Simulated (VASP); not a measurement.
The system is MgS.

```
Mg S
1.0
     0.00000    2.73159    2.73159
     2.73159    0.00000    2.73159
     2.73159    2.73159    0.00000
Mg S
1 1
Direct
  0.00000 0.00000 0.00000
  0.50000 0.50000 0.50000
```

This cell differs from its parent crystal: strain +5.0%.

Base run:

```yaml
Program: VASP 6.6.1
Functional: HSE06
Potentials_or_basis: VASP PAW PBE potentials, release 64 (Mg, S)
Cutoff: 520 eV
k_mesh: 6 × 6 × 6
Occupations: gaussian, width 0.01 eV
Spin: no spin polarisation
```

Its results: band gap on the k mesh 3.38 eV, indirect (least direct gap 3.66 eV); pressure -9.2 GPa.

The run is repeated on the same cell with these changes: functional from HSE06 to PBE. What comes out?

Band gap on the k mesh 2.44 eV, indirect (least direct gap 2.66 eV); pressure -7.6 GPa.

HSE06 gives the wider gap, since exact exchange removes part of the self-interaction.

Caveats: the PAW data sets were made with another functional, which shifts forces and pressure a little (some runs).

A k mesh can miss the band edges.
